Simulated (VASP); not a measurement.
The system is TiPd.

```
Ti Pd
1.0
     4.01000    0.00000    0.00000
     0.00000    4.01000    0.00000
     0.00000    0.00000    4.01000
Ti Pd
2 2
Cartesian
  0.0000 0.0000 0.0000
  0.0000 2.0050 2.0050
  2.0050 0.0000 2.0050
  2.0050 2.0050 0.0000
```

```yaml
Program: VASP 6.6.1
Task: relaxation of cell and atoms
Functional: r2SCAN
Potentials_or_basis: VASP PAW PBE potentials, release 64 (Ti_sv, Pd)
Cutoff: 600 eV
k_mesh: 6 × 6 × 6
Occupations: methfessel-paxton, width 0.1 eV
Spin: no spin polarisation
```

At the start: pressure -7.7 GPa; volume 16.12 Å³/atom.

Problem. Where does the relaxation end?

Solution. Over 9 steps the energy falls by 25.6 meV/atom and the volume is 15.40 Å³/atom (-4.5 %); space group P4/mmm (No. 123, to 0.1 Å) before and after.

Step by step:
```tsv
step	energy change (eV)	largest force (eV/Å)	pressure (GPa)	volume (Å³)
1	0.0000	0.0000	-7.65	64.48
2	0.0460	0.0000	12.33	57.55
3	-0.0848	0.0000	0.12	61.25
4	-0.0848	0.0000	0.27	61.18
5	-0.0905	0.0000	0.26	61.21
6	-0.0963	0.0000	0.39	61.23
7	-0.1013	0.0000	0.95	61.24
8	-0.0932	0.0000	-2.66	62.66
9	-0.1023	0.0000	0.01	61.60
```

Final structure:
```cif
data_structure
_symmetry_space_group_name_H-M 'P 1'
_symmetry_Int_Tables_number 1
_cell_length_a 3.7646
_cell_length_b 4.0450
_cell_length_c 4.0450
_cell_angle_alpha 90.000
_cell_angle_beta 90.000
_cell_angle_gamma 90.000
_cell_volume 61.60
loop_
_atom_site_label
_atom_site_type_symbol
_atom_site_fract_x
_atom_site_fract_y
_atom_site_fract_z
_atom_site_occupancy
Ti1 Ti 0.00000 0.00000 0.00000 1
Ti2 Ti 0.00000 0.50000 0.50000 1
Pd1 Pd 0.50000 0.00000 0.50000 1
Pd2 Pd 0.50000 0.50000 0.00000 1
```

Caveat: the PAW data sets were made with another functional, which shifts forces and pressure a little.
